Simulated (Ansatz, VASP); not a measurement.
# Two plane-wave programs on AlN

The input POSCAR:

```
AlN
1.0
    3.1066937614      0.0000000000      0.0000000000
   -1.5533468807      2.6904757192      0.0000000000
    0.0000000000      0.0000000000      4.9785915477
Al N
2 2
Direct
    0.3333333333      0.6666666667     -0.0032954727
    0.6666666667      0.3333333333      0.4967045273
    0.3333333333      0.6666666667      0.3782954727
    0.6666666667      0.3333333333      0.8782954727
```

The input INCAR.step1:

```
PREC = Accurate
ENCUT = 520
EDIFF = 1E-5
ISMEAR = 0
SIGMA = 0.01
LREAL = F
LASPH = T
NELM = 80
ALGO = Normal
ISIF = 2
LWAVE = T
LCHARG = F
NBANDS = 16
GGA = PE
```

The input INCAR.step2:

```
PREC = Accurate
ENCUT = 520
EDIFF = 1E-7
ISMEAR = 0
SIGMA = 0.01
LREAL = F
LASPH = T
NELM = 80
ALGO = Normal
ISIF = 2
LWAVE = F
LCHARG = F
GGA = PE
LHFCALC = T
HFSCREEN = 0.2079
PRECFOCK = Normal
NBANDS = 16
ISTART = 1
```

The input KPOINTS:

```
regular mesh
0
Gamma
  6 6 4
```

Input for Ansatz:

```yaml
crystal:
  lattice:
    - [3.1066937614, 0.0, 0.0]
    - [-1.5533468807, 2.6904757192, 0.0]
    - [0.0, 0.0, 4.9785915477]
  atoms:
    - { symbol: Al, position: [0.3333333333, 0.6666666667, -0.0032954727] }
    - { symbol: Al, position: [0.6666666667, 0.3333333333, 0.4967045273] }
    - { symbol: "N", position: [0.3333333333, 0.6666666667, 0.3782954727] }
    - { symbol: "N", position: [0.6666666667, 0.3333333333, 0.8782954727] }
kpoints:
  mp_grid: { grid: [6, 6, 4] }
  band_path:
    path:
      - [0.0, 0.0, 0.0]
      - [0.5, 0.0, 0.0]
      - [0.3333333333, 0.3333333333, 0.0]
      - [0.0, 0.0, 0.5]
      - [0.5, 0.0, 0.5]
      - [0.3333333333, 0.3333333333, 0.5]
    npoints: 1
hamiltonian:
  xc: hse06
scf:
  occupations: { method: fixed }
  n_extra_bands: 5
output:
  forces: true
  stress: true
  eigenvalues: true
```

Alike in both runs: task single point; functional HSE06; k mesh 6 × 6 × 4; no spin polarisation.

```csv
,VASP,Ansatz
version,VASP 6.6.1,Ansatz 0.2.0
potentials or method,"VASP PAW PBE potentials, release 64 (Al, N)","plane waves, PAW"
plane-wave cutoff (eV),520,420
occupations,"gaussian, width 0.01 eV",fixed
valence electrons in the cell,16,16
```

|  | VASP | Ansatz | Ansatz less VASP |
| --- | --- | --- | --- |
| gap on the k mesh at the Fermi level (eV) | 5.59 | 5.60 | +0.007 |
| pressure (GPa) | -0.8 | -0.6 | +0.15 |
| traceless stress, the component that is largest in VASP (GPa) | -0.10 | -0.19 | -0.093 |
| rms of the force components (eV/Å) | 0.004 | 0.006 | +0.0015 |

Atom by atom the forces differ by 0.002 eV/Å (rms over components). Ansatz's warnings: stress exchange threshold loose, stress scf threshold loose.
